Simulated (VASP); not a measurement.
# B (P1) in VASP: relaxation of cell and atoms with PBE

Aim: the relaxation of cell and atoms of B with PBE.

Program: VASP 6.6.1. These are calculated values, not measurements. Logs are shortened: lines on timing, memory, paths and dates and some standing lists are left out, and cuts for length are marked.

### 1 The cell of the first run

The typed cell holds 8 atoms: a = 1.945 Å, b = 4.002 Å, c = 8.028 Å, α = 87.06°, β = 91.83°, γ = 93.17°.

### 2 Relaxation of cell and atoms, PBE

INCAR reads:

```
SYSTEM = B
ALGO = Normal
EDIFF = 1E-6
EDIFFG = -0.025
ENCUT = 600
GGA = PE
IBRION = 2
ISIF = 3
ISMEAR = 0
LASPH = .True.
LCHARG = .False.
LREAL = .False.
LWAVE = .False.
NELM = 100
NSW = 80
PREC = Accurate
SIGMA = 0.2
```

KPOINTS reads:

```
k-points
0
Gamma
  12 6 4
  0 0 0
```

POSCAR reads:

```
B
1.0
    0.0299366417      0.0524861787     -1.9437177345
   -0.1020381593     -3.9987597467      0.1117444615
   -8.0248479547     -0.2040763187      0.1274718029
B
8
Direct
    0.0454035717      0.7991386115      0.7622274690
   -0.0186489690      0.7470189032      0.2749169671
    0.0649525747      0.1823404355      0.7376549010
   -0.0287489074      0.2149221876      0.2495372249
    0.4789121829      0.5407036629      0.6029362466
    0.4716246569      0.5150157423      0.0989633313
    0.5506947000      0.4854829638      0.8919552257
    0.4358101902      0.5153774931      0.3818086343
```

Potentials or basis: VASP PAW PBE potentials, release 64 (B).

Launch:

```
$ cat potpaw_PBE.64/B/POTCAR > POTCAR
$ mpirun -np 1 vasp_std > vasp.out
```

OUTCAR:

```text
SYSTEM = B
   EDIFF = 1E-6
   EDIFFG = -0.025
   ENCUT = 600
   GGA = PE
   IBRION = 2
   ISIF = 3
   ISMEAR = 0
   LASPH = .True.
   LREAL = .False.
   NELM = 100
   NSW = 80
   PREC = Accurate

 ion  position               nearest neighbor table
   1  0.045  0.799  0.762-   3 1.53   7 1.84   7 1.89   5 1.93   5 1.96
   2  0.981  0.747  0.275-   8 1.53   8 1.61   4 1.87   6 1.95   6 2.02   4 2.15
   3  0.065  0.182  0.738-   1 1.53   5 1.91   7 1.96   7 2.09   5 2.11
   4  0.971  0.215  0.250-   8 1.83   2 1.87   6 1.91   6 1.94   8 2.00   2 2.15
   5  0.479  0.541  0.603-   8 1.78   3 1.91   1 1.93   1 1.96   3 2.11
   6  0.472  0.515  0.099-   7 1.68   4 1.91   4 1.94   2 1.95   2 2.02
   7  0.551  0.485  0.892-   6 1.68   1 1.84   1 1.89   3 1.96   3 2.09
   8  0.436  0.515  0.382-   2 1.53   2 1.61   5 1.78   4 1.83   4 2.00

  LATTYP: Found a triclinic cell.
 ALAT       =     4.3513675753
 B/A-ratio  =     0.4469070135
 C/A-ratio  =     2.0188343568
 COS(alpha) =     0.0040146677
 COS(beta)  =     0.3775609419
 COS(gamma) =     0.3960752648

  Lattice vectors:

 A1 = (  -0.0721015176,  -3.9462735680,  -1.8319732730)
 A2 = (   0.0299366417,   0.0524861787,  -1.9437177345)
 A3 = (   7.9228097954,  -3.7946834280,  -0.0157273414)

Analysis of symmetry for initial positions (statically):
=====================================================================
 Subroutine PRICEL returns:
 Original cell was already a primitive cell.

 Routine SETGRP: Setting up the symmetry group for a
 triclinic supercell.

 Subroutine GETGRP returns: Found  1 space group operations
 (whereof  1 operations were pure point group operations)
 out of a pool of  2 trial point group operations.

The static configuration has the point symmetry C_1 .

Analysis of symmetry for dynamics (positions and initial velocities):
=====================================================================
 Subroutine PRICEL returns:
 Original cell was already a primitive cell.

 Routine SETGRP: Setting up the symmetry group for a
 triclinic supercell.

 Subroutine GETGRP returns: Found  1 space group operations
 (whereof  1 operations were pure point group operations)
 out of a pool of  2 trial point group operations.

The dynamic configuration has the point symmetry C_1 .

 Subroutine INISYM returns: Found  1 space group operations
 (whereof  1 operations are pure point group operations),
 and found     1 'primitive' translations

----------------------------------------------------------------------------------------

                                     Primitive cell

  volume of cell :      62.2714

  direct lattice vectors                    reciprocal lattice vectors
     0.029936642  0.052486179 -1.943717735    -0.007819399 -0.014191517 -0.514981639
    -0.102038159 -3.998759747  0.111744462     0.006262528 -0.250423616 -0.006665731
    -8.024847955 -0.204076319  0.127471803    -0.124721753  0.003131264 -0.001836379

  length of vectors
     1.944656688  4.001621936  8.028454453     0.515236481  0.250590580  0.124774568

  position of ions in fractional coordinates (direct lattice)
     0.045403572  0.799138611  0.762227469
     0.981351031  0.747018903  0.274916967
     0.064952575  0.182340436  0.737654901
     0.971251093  0.214922188  0.249537225
     0.478912183  0.540703663  0.602936247
     0.471624657  0.515015742  0.098963331
     0.550694700  0.485482964  0.891955226
     0.435810190  0.515377493  0.381808634

  ion indices of the primitive-cell ions
   primitive index   ion index
                 1           1
                 2           2
                 3           3
                 4           4
                 5           5
                 6           6
                 7           7
                 8           8

----------------------------------------------------------------------------------------

 KPOINTS: k-points

Automatic generation of k-mesh.
 Grid dimensions read from file:
 generate k-points for:   12    6    4

 Generating k-lattice:

  Cartesian coordinates                     Fractional coordinates (reciprocal lattice)
    -0.000651617 -0.001182626 -0.042915137     0.083333333  0.000000000  0.000000000
     0.001043755 -0.041737269 -0.001110955     0.000000000  0.166666667  0.000000000
    -0.031180438  0.000782816 -0.000459095     0.000000000  0.000000000  0.250000000

  Length of vectors
     0.042936373  0.041765097  0.031193642

  Shift w.r.t. Gamma in fractional coordinates (k-lattice)
     0.000000000  0.000000000  0.000000000

 Subroutine IBZKPT returns following result:
 ===========================================

 Found    148 irreducible k-points:

 Following reciprocal coordinates:
            Coordinates               Weight
  0.000000  0.000000  0.000000      1.000000
  0.083333  0.000000 -0.000000      2.000000
  0.166667  0.000000  0.000000      2.000000
  0.250000  0.000000  0.000000      2.000000
  0.333333  0.000000 -0.000000      2.000000
  0.416667  0.000000  0.000000      2.000000
[... 16 lines left out ...]
  0.250000  0.333333 -0.000000      2.000000
  0.333333  0.333333 -0.000000      2.000000
 [... further k-points ...]
   k-points           NKPTS =    148   k-points in BZ     NKDIM =    148   number of bands    NBANDS=     17
   number of dos      NEDOS =    301   number of ions     NIONS =      8
   total plane-waves  NPLWV =  32768
   dimension x,y,z NGX =    16 NGY =   32 NGZ =   64
   dimension x,y,z NGXF=    32 NGYF=   64 NGZF=  128
   ions per type =               8
   NGX,Y,Z   is equivalent  to a cutoff of  13.68, 13.29, 13.25 a.u.
   NGXF,Y,Z  is equivalent  to a cutoff of  27.36, 26.59, 26.51 a.u.
 SYSTEM =  B
   PREC   = accura    normal or accurate (medium, high low for compatibility)
   ISTART =      0    job   : 0-new  1-cont  2-samecut
   ICHARG =      2    charge: 1-file 2-atom 10-const
   ISPIN  =      1    spin polarized calculation?
   LNONCOLLINEAR =      F non collinear calculations
   LSORBIT =      F    spin-orbit coupling
   LASPH  =      T    aspherical Exc in radial PAW
   ENCUT  =  600.0 eV  44.10 Ry    6.64 a.u.   3.88  7.99 16.03*2*pi/ulx,y,z
   NELM   =    100;   NELMIN=  2; NELMDL= -5     # of ELM steps
   EDIFF  = 0.1E-05   stopping-criterion for ELM
   LREAL  =      F    real-space projection
   EDIFFG = -.3E-01   stopping-criterion for IOM
   NSW    =     80    number of steps for IOM
   IBRION =      2    ionic relax: 0-MD 1-quasi-New 2-CG
   NFREE  =      1    steps in history (QN), initial steepest desc. (CG)
   ISIF   =      3    stress and relaxation
   ISYM   =      2    0-nonsym 1-usesym 2-fastsym
   POTIM  = 0.5000    time-step for ionic-motion
   TEBEG  =    0.0;   TEEND  =   0.0 temperature during run
   PSTRESS=    0.0 pullay stress
   NELECT =      24.0000    total number of electrons
   NUPDOWN=      -1.0000    fix difference up-down
   EMIN   =  10.00;   EMAX   =-10.00  energy-range for DOS
   EFERMI =   0.00;   METHOD = LEGACY
   ISMEAR =     0;   SIGMA  =   0.20  broadening in eV -4-tet -1-fermi 0-gaus
   EFERMI_NEDOS =   21; number of points for ismear=-14 and -15
   IALGO  =     38    algorithm
   IMIX   =      4    mixing-type and parameters
     AMIX     =   0.40;   BMIX     =  1.00
     AMIX_MAG =   1.60;   BMIX_MAG =  1.00
  volume/ion in A,a.u.               =       7.78        52.53
  Fermi-wavevector in a.u.,A,eV,Ry     =   1.191377  2.251375 19.311815  1.419378
  Thomas-Fermi vector in A             =   2.327440
   LORBIT       =      0    0 simple, 1 ext, 2 COOP (PROOUT), +10 PAW based schemes
   GGA     = PE    functional components
   LHFCALC =     F    Hartree Fock is set to
   AEXX    =    0.0000 exact exchange contribution
   IVDW    =     0    specifies the selected vdW correction
   LEPSILON=     F    determine dielectric tensor
   LRPA    =     F    only Hartree local field effects (RPA)
 conjugate gradient relaxation of ions
 non-spin polarized calculation
 Gauss-broadening in eV      SIGMA  =   0.20
  energy-cutoff  :      600.00
  volume of cell :       62.27
 maximum number of plane-waves:      2108
   NGX =  7   NGY = 15   NGZ = 33

--------------------------------------- Ionic step        1  -------------------------------------------

 number of electron      24.0000000 magnetization

 Free energy of the ion-electron system (eV)
  ---------------------------------------------------
  ext. energy  EPLUGINS =         0.00000000
  ---------------------------------------------------
  free energy    TOTEN  =       -47.85693497 eV

  energy without entropy =      -47.83486473  energy(sigma->0) =      -47.84589985

------------------------ aborting loop because EDIFF is reached ----------------------------------------

  FORCE on cell =-STRESS in cart. coord.  units (eV):
  Direction    XX          YY          ZZ          XY          YZ          ZX
  --------------------------------------------------------------------------------------
  -------------------------------------------------------------------------------------
  Total        2.0460868      5.5424760     -2.3303398     -5.1485922      2.9643615      2.1870205
  in kB       52.6436723    142.6021062    -59.9572044   -132.4678878     76.2699186     56.2697483
  external PRESSURE =      45.0961914 kB  Pullay stress =       0.0000000 kB
[... 107 lines left out ...]
  FREE ENERGIE OF THE ION-ELECTRON SYSTEM (eV)
  ---------------------------------------------------
  free  energy   TOTEN  =       -49.5117965002 eV

  energy  without entropy=      -49.4859495894  energy(sigma->0) =      -49.49887304

[... ionic steps 4 to 20 ...]

--------------------------------------- Ionic step       21  -------------------------------------------

 number of electron      24.0000000 magnetization

------------------------ aborting loop because EDIFF is reached ----------------------------------------

  FORCE on cell =-STRESS in cart. coord.  units (eV):
  Direction    XX          YY          ZZ          XY          YZ          ZX
  --------------------------------------------------------------------------------------
  -------------------------------------------------------------------------------------
  Total        0.0057292     -0.0677966     -0.0145297     -0.0042652      0.0364118      0.0113820
  in kB        0.1498718     -1.7735075     -0.3800845     -0.1115748      0.9525046      0.2977439
  external PRESSURE =      -0.6679067 kB  Pullay stress =       0.0000000 kB
[... 69 lines left out ...]
  energy  without entropy=      -49.9402137105  energy(sigma->0) =      -49.95502004

--------------------------------------- Ionic step       23  -------------------------------------------

 number of electron      24.0000000 magnetization

 Free energy of the ion-electron system (eV)
  ---------------------------------------------------
  ext. energy  EPLUGINS =         0.00000000
  ---------------------------------------------------
  free energy    TOTEN  =       -49.96994252 eV

  energy without entropy =      -49.94042572  energy(sigma->0) =      -49.95518412

 E-fermi :   5.5552     XC(G=0): -11.1711

 val. band max:        5.5542504369   @ k =  -0.3333   0.3333   0.2500
 cond. band min:       5.5555858257   @ k =   0.3333   0.3333   0.2500
 fundamental gap:      0.0013353888
 Fermi energy:         5.5552073207

 k-point     1 :       0.0000    0.0000    0.0000
  band No.  band energies     occupation
      1     -10.7739      2.00000
      2     -10.1722      2.00000
      3      -6.4726      2.00000
      4      -2.6800      2.00000
      5      -2.6029      2.00000
      6      -2.5915      2.00000
[... 9 lines left out ...]
     16      10.7674      0.00000
     17      12.8969      0.00000
[... 443 lines left out ...]
      1      -6.8464      2.00000
      2      -6.1894      2.00000
      3      -2.8852      2.00000
      4      -2.6299      2.00000
      5      -2.2236      2.00000
      6       0.7259      2.00000
[... 9 lines left out ...]
     16      10.1307      0.00000
     17      10.6430      0.00000

 [... further k-points ...]
[... 5 lines left out ...]
  --------------------------------------------------------------------------------------
  -------------------------------------------------------------------------------------
  Total       -0.0716396      0.0031286     -0.0047535      0.0054296      0.0231181      0.0011652
  in kB       -1.8740582      0.0818437     -0.1243505      0.1420361      0.6047597      0.0304813
  external PRESSURE =      -0.6388550 kB  Pullay stress =       0.0000000 kB
[... 23 lines left out ...]
  FREE ENERGIE OF THE ION-ELECTRON SYSTEM (eV)
  ---------------------------------------------------
  free  energy   TOTEN  =       -49.9699425210 eV

  energy  without entropy=      -49.9404257187  energy(sigma->0) =      -49.95518412

 reached required accuracy - stopping structural energy minimisation
```

It took 22 min on 1 thread of Intel Xeon 6975P-C (Granite Rapids), shared host; peak memory 0.28 GiB.

What came out:

```
Free energy                           : -49.9699 eV
Relaxed volume                        : 7.66 Å³/atom
Relaxed cell                          : a = 1.903 Å, b = 4.012 Å, c = 8.022 Å, α = 90.02°, β = 90.00°, γ = 90.02°
Space group after relaxing (to 0.1 Å) : P4_2/mmc (No. 131)
Energy gained by relaxing             : 264.1 meV/atom
Ionic steps                           : 23
Pressure after relaxing               : -0.1 GPa
Largest force after relaxing          : 0.020 eV/Å
Band gap on the k mesh                : zero (bands 12 and 13 overlap by 0.45 eV)
```

Forces in eV/Å, atoms in the order of the input:
```
B    0.002 -0.004  0.001
B    0.010  0.000 -0.001
B   -0.002  0.004  0.001
B   -0.005 -0.003 -0.003
B    0.010  0.000  0.002
B    0.017  0.002  0.001
B   -0.012  0.004  0.001
B   -0.019 -0.002 -0.002
```

Stress tensor (GPa, compression positive):
```
-0.19  0.01  0.00
 0.01  0.01  0.06
 0.00  0.06 -0.01
```

Step by step:
| step | energy change (eV) | largest force (eV/Å) | pressure (GPa) | volume (Å³) |
| --- | --- | --- | --- | --- |
| 1 | 0.0000 | 7.9269 | 4.51 | 62.27 |
| 2 | -0.5422 | 4.3622 | -1.60 | 64.14 |
| 3 | -1.6549 | 1.5339 | -6.15 | 63.18 |
| 4 | -1.6562 | 1.4914 | -6.11 | 63.16 |
| 5 | -1.9735 | 0.8722 | 1.19 | 60.86 |
| 6 | -1.9820 | 0.9189 | 2.89 | 60.41 |
| 7 | -2.0583 | 0.4629 | 0.61 | 61.04 |
| 8 | -2.0607 | 0.5638 | 0.18 | 61.17 |
| 9 | -2.0888 | 0.3631 | -1.09 | 61.54 |
| 10 | -2.0889 | 0.3285 | -1.03 | 61.52 |
| 11 | -2.0990 | 0.1896 | 0.08 | 61.20 |
| 12 | -2.0996 | 0.2470 | 0.41 | 61.10 |
| 13 | -2.1048 | 0.1389 | 0.41 | 61.10 |
| 14 | -2.1050 | 0.1737 | 0.41 | 61.10 |
| 15 | -2.1090 | 0.0804 | -0.21 | 61.29 |
| 16 | -2.1097 | 0.1177 | -0.59 | 61.40 |
| 17 | -2.1119 | 0.0548 | -0.01 | 61.23 |
| 18 | -2.1120 | 0.0587 | 0.04 | 61.22 |
| 19 | -2.1126 | 0.0497 | 0.18 | 61.18 |
| 20 | -2.1126 | 0.0443 | 0.17 | 61.18 |
| 21 | -2.1129 | 0.0277 | -0.07 | 61.25 |
| 22 | -2.1129 | 0.0268 | -0.06 | 61.25 |
| 23 | -2.1130 | 0.0197 | -0.06 | 61.25 |

Final structure:
```
B
1.0
    -0.00009    0.00065   -1.90308
     0.00119   -4.01178    0.00032
    -8.02206    0.00101    0.00058
B
8
Direct
  0.00034 0.78639 0.75003
  0.99984 0.78612 0.25018
  0.00015 0.21394 0.74995
  0.99953 0.21350 0.24988
  0.50026 0.50000 0.60703
  0.49997 0.49995 0.10712
  0.50021 0.50032 0.89295
  0.49970 0.49979 0.39287
```
